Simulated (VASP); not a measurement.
# Hf4F in VASP: further runs

Hf4F is run at these levels: PBE; tasks: single point.

All numbers are computed with VASP 6.6.1; they aren't measurements. Logs are shortened: lines on timing, memory, paths and dates and some standing lists are left out, and cuts for length are marked.

**1. The cell of the first run**

The cell holds a slab with vacuum, 5 atoms: a = 3.205 Å, b = 3.205 Å, c = 24.528 Å, α = 90.00°, β = 90.00°, γ = 120.00°.

**2. Single point, PBE**

The input, INCAR:

```
PREC = Accurate
ENCUT = 520
EDIFF = 1E-6
ISMEAR = 0
SIGMA = 0.1
LREAL = False
LASPH = True
NELM = 100
ALGO = Normal
ISIF = 2
LWAVE = False
LCHARG = True
LDIPOL = True
IDIPOL = 3
DIPOL = 0.5 0.5 0.359
GGA = PE
LELF = True
LVHAR = True
LVACPOTAV = True
NBANDS = 32
```

The input, KPOINTS:

```
regular mesh
0
Gamma
  9 9 1
```

The input, POSCAR:

```
Hf4F
1.0
    3.2048170381      0.0000000000      0.0000000000
   -1.6024085190      2.7754529695      0.0000000000
    0.0000000000      0.0000000000     24.5281466259
Hf F
4 1
Direct
    0.6666666667      0.3333333333      0.1630779553
    0.3333333333      0.6666666667      0.2663815885
    0.6666666667      0.3333333333      0.3732987945
    0.3333333333      0.6666666667      0.4699966451
    0.8888888889      0.1111111111      0.5242200653
```

Potentials or basis: VASP PAW PBE potentials, release 64 (Hf_pv, F).

On the command line:

```console
cat potpaw_PBE.64/Hf_pv/POTCAR potpaw_PBE.64/F/POTCAR > POTCAR
mpirun -np 1 vasp_std > vasp.out
```

OUTCAR:

```text
PREC = Accurate
   ENCUT = 520
   EDIFF = 1E-6
   ISMEAR = 0
   LREAL = False
   LASPH = True
   NELM = 100
   ISIF = 2
   GGA = PE

 ion  position               nearest neighbor table
   1  0.667  0.333  0.163-   2 3.14   2 3.14   2 3.14
   2  0.333  0.667  0.266-   1 3.14   1 3.14   1 3.14   3 3.21   3 3.21   3 3.21
   3  0.667  0.333  0.373-   4 3.01   4 3.01   4 3.01   2 3.21   2 3.21   2 3.21
   4  0.333  0.667  0.470-   5 2.11   5 2.11   5 2.80   3 3.01   3 3.01   3 3.01
   5  0.889  0.111  0.524-   4 2.11   4 2.11   4 2.80

  LATTYP: Found a hexagonal cell.
 ALAT       =     3.2048170381
 C/A-ratio  =     7.6535247829

  Lattice vectors:

 A1 = (   3.2048170381,   0.0000000000,   0.0000000000)
 A2 = (  -1.6024085190,   2.7754529695,   0.0000000000)
 A3 = (   0.0000000000,   0.0000000000,  24.5281466259)

Analysis of symmetry for initial positions (statically):
=====================================================================
 Subroutine PRICEL returns:
 Original cell was already a primitive cell.

 Routine SETGRP: Setting up the symmetry group for a
 hexagonal supercell.

 Subroutine GETGRP returns: Found  2 space group operations
 (whereof  2 operations were pure point group operations)
 out of a pool of 24 trial point group operations.

The static configuration has the point symmetry C_1h.

Analysis of symmetry for dynamics (positions and initial velocities):
=====================================================================
 Subroutine PRICEL returns:
 Original cell was already a primitive cell.

 Routine SETGRP: Setting up the symmetry group for a
 hexagonal supercell.

 Subroutine GETGRP returns: Found  2 space group operations
 (whereof  2 operations were pure point group operations)
 out of a pool of 24 trial point group operations.

The dynamic configuration has the point symmetry C_1h.

 Subroutine INISYM returns: Found  2 space group operations
 (whereof  2 operations are pure point group operations),
 and found     1 'primitive' translations

----------------------------------------------------------------------------------------

                                     Primitive cell

  volume of cell :     218.1734

  direct lattice vectors                    reciprocal lattice vectors
     3.204817038  0.000000000  0.000000000     0.312030293  0.180150774  0.000000000
    -1.602408519  2.775452969  0.000000000     0.000000000  0.360301548  0.000000000
     0.000000000  0.000000000 24.528146626     0.000000000  0.000000000  0.040769489

  length of vectors
     3.204817038  3.204817038 24.528146626     0.360301548  0.360301548  0.040769489

  position of ions in fractional coordinates (direct lattice)
     0.666666667  0.333333333  0.163077955
     0.333333333  0.666666667  0.266381589
     0.666666667  0.333333333  0.373298795
     0.333333333  0.666666667  0.469996645
     0.888888889  0.111111111  0.524220065

  ion indices of the primitive-cell ions
   primitive index   ion index
                 1           1
                 2           2
                 3           3
                 4           4
                 5           5

----------------------------------------------------------------------------------------

 KPOINTS: regular mesh

Automatic generation of k-mesh.
 Grid dimensions read from file:
 generate k-points for:    9    9    1

 Generating k-lattice:

  Cartesian coordinates                     Fractional coordinates (reciprocal lattice)
     0.034670033  0.020016753  0.000000000     0.111111111 -0.000000000  0.000000000
     0.000000000  0.040033505  0.000000000     0.000000000  0.111111111  0.000000000
     0.000000000  0.000000000  0.040769489     0.000000000  0.000000000  1.000000000

  Length of vectors
     0.040033505  0.040033505  0.040769489

  Shift w.r.t. Gamma in fractional coordinates (k-lattice)
     0.000000000  0.000000000  0.000000000

 Subroutine IBZKPT returns following result:
 ===========================================

 Found     25 irreducible k-points:

 Following reciprocal coordinates:
            Coordinates               Weight
  0.000000  0.000000  0.000000      1.000000
  0.111111 -0.000000  0.000000      4.000000
 -0.111111  0.111111  0.000000      2.000000
  0.222222 -0.000000  0.000000      4.000000
 -0.222222  0.222222  0.000000      2.000000
  0.333333 -0.000000  0.000000      4.000000
[... 16 lines left out ...]
 -0.222222 -0.444444  0.000000      4.000000
  0.444444  0.333333  0.000000      4.000000
   k-points           NKPTS =     25   k-points in BZ     NKDIM =     25   number of bands    NBANDS=     32
   number of dos      NEDOS =    301   number of ions     NIONS =      5
   total plane-waves  NPLWV = 110592
   dimension x,y,z NGX =    24 NGY =   24 NGZ =  192
   dimension x,y,z NGXF=    48 NGYF=   48 NGZF=  384
   ions per type =               4   1
   NGX,Y,Z   is equivalent  to a cutoff of  12.45, 12.45, 13.01 a.u.
   NGXF,Y,Z  is equivalent  to a cutoff of  24.90, 24.90, 26.03 a.u.
 SYSTEM =  unknown system
   PREC   = accura    normal or accurate (medium, high low for compatibility)
   ISTART =      0    job   : 0-new  1-cont  2-samecut
   ICHARG =      2    charge: 1-file 2-atom 10-const
   ISPIN  =      1    spin polarized calculation?
   LNONCOLLINEAR =      F non collinear calculations
   LSORBIT =      F    spin-orbit coupling
   LASPH  =      T    aspherical Exc in radial PAW
   ENCUT  =  520.0 eV  38.22 Ry    6.18 a.u.   5.96  5.96 45.61*2*pi/ulx,y,z
   NELM   =    100;   NELMIN=  2; NELMDL= -5     # of ELM steps
   EDIFF  = 0.1E-05   stopping-criterion for ELM
   LREAL  =      F    real-space projection
   EDIFFG = 0.1E-04   stopping-criterion for IOM
   NSW    =      0    number of steps for IOM
   IBRION =     -1    ionic relax: 0-MD 1-quasi-New 2-CG
   NFREE  =      0    steps in history (QN), initial steepest desc. (CG)
   ISIF   =      2    stress and relaxation
   ISYM   =      2    0-nonsym 1-usesym 2-fastsym
   POTIM  = 0.5000    time-step for ionic-motion
   TEBEG  =    0.0;   TEEND  =   0.0 temperature during run
   PSTRESS=    0.0 pullay stress
   NELECT =      47.0000    total number of electrons
   NUPDOWN=      -1.0000    fix difference up-down
   EMIN   =  10.00;   EMAX   =-10.00  energy-range for DOS
   EFERMI =   0.00;   METHOD = LEGACY
   ISMEAR =     0;   SIGMA  =   0.10  broadening in eV -4-tet -1-fermi 0-gaus
   EFERMI_NEDOS =   21; number of points for ismear=-14 and -15
   IALGO  =     38    algorithm
   IMIX   =      4    mixing-type and parameters
     AMIX     =   0.40;   BMIX     =  1.00
     AMIX_MAG =   1.60;   BMIX_MAG =  1.00
  volume/ion in A,a.u.               =      43.63       294.46
  Fermi-wavevector in a.u.,A,eV,Ry     =   0.981387  1.854552 13.104041  0.963120
  Thomas-Fermi vector in A             =   2.112389
   LORBIT       =      0    0 simple, 1 ext, 2 COOP (PROOUT), +10 PAW based schemes
   GGA     = PE    functional components
   LHFCALC =     F    Hartree Fock is set to
   AEXX    =    0.0000 exact exchange contribution
   IVDW    =     0    specifies the selected vdW correction
   LEPSILON=     F    determine dielectric tensor
   LRPA    =     F    only Hartree local field effects (RPA)
 non-spin polarized calculation
 Gauss-broadening in eV      SIGMA  =   0.10
  energy-cutoff  :      520.00
  volume of cell :      218.17
 maximum number of plane-waves:      5922
   NGX = 11   NGY = 11   NGZ = 91

 dipolmoment           0.000000      0.000000      0.006389 electrons x Angstroem

 number of electron      46.9999999 magnetization

 dipolmoment           0.000000      0.000000     -0.045123 electrons x Angstroem

 Free energy of the ion-electron system (eV)
  ---------------------------------------------------
  ext. energy  EPLUGINS =         0.00000000
  ---------------------------------------------------
  free energy    TOTEN  =       -44.53285810 eV

  energy without entropy =      -44.49944136  energy(sigma->0) =      -44.51614973

 E-fermi :   0.1630     XC(G=0):  -5.6805

 val. band max:        0.1597019394   @ k =  -0.3333   0.3333   0.0000
 cond. band min:       0.1633975736   @ k =   0.2222  -0.0000   0.0000
 fundamental gap:      0.0036956342
 Fermi energy:         0.1630372707

 k-point     1 :       0.0000    0.0000    0.0000
  band No.  band energies     occupation
      1     -31.6340      2.00000
      2     -30.9800      2.00000
      3     -30.9707      2.00000
      4     -30.9215      2.00000
      5     -30.4689      2.00000
      6     -30.4660      2.00000
[... 24 lines left out ...]
     31       1.8444      0.00000
     32       1.9540      0.00000

 k-point     2 :       0.1111   -0.0000    0.0000
  band No.  band energies     occupation
      1     -31.6104      2.00000
      2     -31.0799      2.00000
      3     -30.9560      2.00000
      4     -30.9435      2.00000
      5     -30.5442      2.00000
      6     -30.4836      2.00000
[... 24 lines left out ...]
     31       1.9392      0.00000
     32       2.1400      0.00000

 k-point     3 :      -0.1111    0.1111    0.0000
  band No.  band energies     occupation
      1     -31.6174      2.00000
      2     -30.9970      2.00000
      3     -30.9960      2.00000
      4     -30.9556      2.00000
      5     -30.5462      2.00000
      6     -30.4815      2.00000
[... 24 lines left out ...]
     31       1.8142      0.00000
     32       2.2493      0.00000

 k-point     4 :       0.2222   -0.0000    0.0000
  band No.  band energies     occupation
      1     -31.5692      2.00000
      2     -31.2952      2.00000
      3     -30.9933      2.00000
      4     -30.9218      2.00000
      5     -30.7072      2.00000
      6     -30.5226      2.00000
[... 654 lines left out ...]
     31       3.2970      0.00000
     32       3.7288      0.00000

 k-point    23 :      -0.2222   -0.4444    0.0000
  band No.  band energies     occupation
      1     -31.6760      2.00000
      2     -31.3446      2.00000
      3     -31.2421      2.00000
      4     -30.9373      2.00000
      5     -30.8542      2.00000
      6     -30.7379      2.00000
[... 24 lines left out ...]
     31       3.5857      0.00000
     32       3.8600      0.00000

 k-point    24 :       0.4444    0.3333    0.0000
  band No.  band energies     occupation
      1     -31.5374      2.00000
      2     -31.3967      2.00000
      3     -31.2896      2.00000
      4     -30.9387      2.00000
      5     -30.8545      2.00000
      6     -30.7364      2.00000
[... 24 lines left out ...]
     31       3.4968      0.00000
     32       3.8147      0.00000

 [... further k-points ...]
[... 5 lines left out ...]
  --------------------------------------------------------------------------------------
  -------------------------------------------------------------------------------------
  Total        0.1116127      0.4680996      0.4448721      0.3087267     -0.7431386      1.2871534
  in kB        0.8196383      3.4375340      3.2669604      2.2671641     -5.4573090      9.4523337
  external PRESSURE =       2.5080442 kB  Pullay stress =       0.0000000 kB

 VOLUME and BASIS-vectors are now :
 -----------------------------------------------------------------------------
  energy-cutoff  :      520.00
  volume of cell :      218.17
      direct lattice vectors                 reciprocal lattice vectors
     3.204817038  0.000000000  0.000000000     0.312030293  0.180150774  0.000000000
    -1.602408519  2.775452969  0.000000000     0.000000000  0.360301548  0.000000000
     0.000000000  0.000000000 24.528146626     0.000000000  0.000000000  0.040769489

 POSITION                                       TOTAL-FORCE (eV/Angst)
 -----------------------------------------------------------------------------------
      1.60241      0.92515      4.00000         0.007189     -0.004150      0.720399
     -0.00000      1.85030      6.53385        -0.016332      0.009429     -0.787518
      1.60241      0.92515      9.15633        -0.152976      0.088321     -0.129870
     -0.00000      1.85030     11.52815        -0.512465      0.295872     -1.064824
      2.67068      0.30838     12.85815         0.674585     -0.389472      1.261813
 -----------------------------------------------------------------------------------
    total drift:                               -0.000022      0.000013     -0.001474

  FREE ENERGIE OF THE ION-ELECTRON SYSTEM (eV)
  ---------------------------------------------------
  free  energy   TOTEN  =       -44.5328581023 eV

  energy  without entropy=      -44.4994413598  energy(sigma->0) =      -44.51614973

 vacuum level on the upper side and lower side of the slab         3.628         4.545
```

It took 11 min on 1 thread of Intel Xeon Platinum 8259CL at 2.50GHz (Skylake/Cascade Lake), shared host; peak memory 0.4 GiB.

Results:

| Quantity | Value |
| --- | --- |
| Free energy | -44.5329 eV |
| Largest force | 1.483 eV/Å |
| Band gap on the k mesh | zero (an odd number of electrons rules out a gap without spin polarisation) |

Forces on the atoms (eV/Å):
```
Hf   0.007 -0.004  0.720
Hf  -0.016  0.009 -0.788
Hf  -0.153  0.088 -0.130
Hf  -0.512  0.296 -1.065
F    0.675 -0.389  1.262
```

Levels at points of the mesh, in eV from the Fermi level:
```
           k point  band 21  band 22  band 23  band 24  band 25  band 26  band 27  band 28
(0.00, 0.00, 0.00)    -0.15     0.24     0.61     0.65     1.09     1.15     1.19     1.27
```

Caveat: spin-orbit coupling is left out, which moves the levels of the heavy elements; an odd number of electrons without spin polarisation forces a metal; a magnetic or distorted state may lie lower.

**3. Single point, PBE**

The input, INCAR:

```
  ALGO = Normal
  DIPOL = 0.5 0.5 0.366
  EDIFF = 1E-7
  ENCUT = 520
  GGA = PE
  IDIPOL = 3
  ISIF = 2
  ISMEAR = 0
  LASPH = T
  LCHARG = F
  LDIPOL = T
  LREAL = F
  LWAVE = F
  NBANDS = 32
  NELM = 100
  PREC = Accurate
  SIGMA = 0.1
```

The input, KPOINTS:

```
k-points
0
Gamma
  9 9 1
```

Edit POSCAR of step 2 so:

```diff
@@ -12,2 +12,2 @@
     0.3333333333      0.6666666667      0.4699966451
-    0.8888888889      0.1111111111      0.5242200653
+    0.8888888889      0.1111111111      0.5552048768
```

Potentials or basis: VASP PAW PBE potentials, release 64 (Hf_pv, F).

On the command line:

```console
cat potpaw_PBE.64/Hf_pv/POTCAR potpaw_PBE.64/F/POTCAR > POTCAR
mpirun -np 1 vasp_std > vasp.out
```

OUTCAR:

```text
EDIFF = 1E-7
   ENCUT = 520
   GGA = PE
   ISIF = 2
   ISMEAR = 0
   LASPH = T
   LREAL = F
   NELM = 100
   PREC = Accurate

 ion  position               nearest neighbor table
   1  0.667  0.333  0.163-   2 3.14   2 3.14   2 3.14
   2  0.333  0.667  0.266-   1 3.14   1 3.14   1 3.14   3 3.21   3 3.21   3 3.21
   3  0.667  0.333  0.373-   4 3.01   4 3.01   4 3.01   2 3.21   2 3.21   2 3.21
   4  0.333  0.667  0.470-   5 2.65   5 2.65   3 3.01   3 3.01   3 3.01
   5  0.889  0.111  0.555-   4 2.65   4 2.65

  LATTYP: Found a hexagonal cell.
 ALAT       =     3.2048170381
 C/A-ratio  =     7.6535247829

  Lattice vectors:

 A1 = (   3.2048170381,   0.0000000000,   0.0000000000)
 A2 = (  -1.6024085190,   2.7754529695,   0.0000000000)
 A3 = (   0.0000000000,   0.0000000000,  24.5281466259)

Analysis of symmetry for initial positions (statically):
=====================================================================
 Subroutine PRICEL returns:
 Original cell was already a primitive cell.

 Routine SETGRP: Setting up the symmetry group for a
 hexagonal supercell.

[... 180 lines left out ...]
 Fermi energy:        -1.6579510219

 k-point     1 :       0.0000    0.0000    0.0000
  band No.  band energies     occupation
      1     -33.0252      2.00000
      2     -32.7826      2.00000
      3     -32.6104      2.00000
      4     -32.5552      2.00000
      5     -32.2818      2.00000
      6     -32.2808      2.00000
[... 829 lines left out ...]
     31       1.4161      0.00000
     32       1.9242      0.00000

 [... further k-points ...]

------------------------ aborting loop because EDIFF is reached ----------------------------------------

 vacuum level on the upper side and lower side of the slab       (xc-potential included)         2.222        -2.352

  FORCE on cell =-STRESS in cart. coord.  units (eV):
  Direction    XX          YY          ZZ          XY          YZ          ZX
  --------------------------------------------------------------------------------------
  -------------------------------------------------------------------------------------
  Total       -1.2062217     -2.1369079     -9.1371302     -0.8059979     -0.0433047      0.0750057
  in kB       -8.8580042    -15.6925869    -67.0993866     -5.9189222     -0.3180122      0.5508112
  external PRESSURE =     -30.5499926 kB  Pullay stress =       0.0000000 kB

 VOLUME and BASIS-vectors are now :
 -----------------------------------------------------------------------------
  energy-cutoff  :      520.00
  volume of cell :      218.17
      direct lattice vectors                 reciprocal lattice vectors
     3.204817038  0.000000000  0.000000000     0.312030293  0.180150774  0.000000000
    -1.602408519  2.775452969  0.000000000     0.000000000  0.360301548  0.000000000
     0.000000000  0.000000000 24.528146626     0.000000000  0.000000000  0.040769489

 POSITION                                       TOTAL-FORCE (eV/Angst)
 -----------------------------------------------------------------------------------
      1.60241      0.92515      4.00000         0.002566     -0.001482      0.714513
     -0.00000      1.85030      6.53385        -0.007469      0.004312     -0.748355
      1.60241      0.92515      9.15633        -0.018941      0.010935     -0.250085
     -0.00000      1.85030     11.52815         0.017757     -0.010252      4.138702
      2.67068      0.30838     13.61815         0.006087     -0.003514     -3.854776
 -----------------------------------------------------------------------------------
    total drift:                               -0.000059      0.000034     -0.001395

  FREE ENERGIE OF THE ION-ELECTRON SYSTEM (eV)
  ---------------------------------------------------
  free  energy   TOTEN  =       -42.9868720342 eV

  energy  without entropy=      -42.9530137672  energy(sigma->0) =      -42.96994290

 vacuum level on the upper side and lower side of the slab         7.212         2.586
```

stdout:

```text
POSCAR found type information on POSCAR HfF
 POSCAR found :  2 types and       5 ions
 scaLAPACK will be used
 LDA part: xc-table for (Slater+PW92), standard interpolation
 POSCAR, INCAR and KPOINTS ok, starting setup
 FFT: planning ... GRIDC
 FFT: planning ... GRID_SOFT
 FFT: planning ... GRID
 WAVECAR not read
 entering main loop
```

Wall time 15 min (1 thread of Intel Xeon Platinum 8259CL at 2.50GHz (Skylake/Cascade Lake), shared host); peak memory 0.4 GiB.

What came out:

| Property | Result |
| --- | --- |
| Free energy | -42.9869 eV |
| Largest force | 4.139 eV/Å |
| Band gap on the k mesh | zero (an odd number of electrons rules out a gap without spin polarisation) |

Forces on the atoms (eV/Å):
```
Hf   0.003 -0.001  0.715
Hf  -0.007  0.004 -0.748
Hf  -0.019  0.011 -0.250
Hf   0.018 -0.010  4.139
F    0.006 -0.004 -3.855
```

Caveat: spin-orbit coupling is left out, which moves the levels of the heavy elements; an odd number of electrons without spin polarisation forces a metal; a magnetic or distorted state may lie lower.

(Continued in part 2 of 2.)
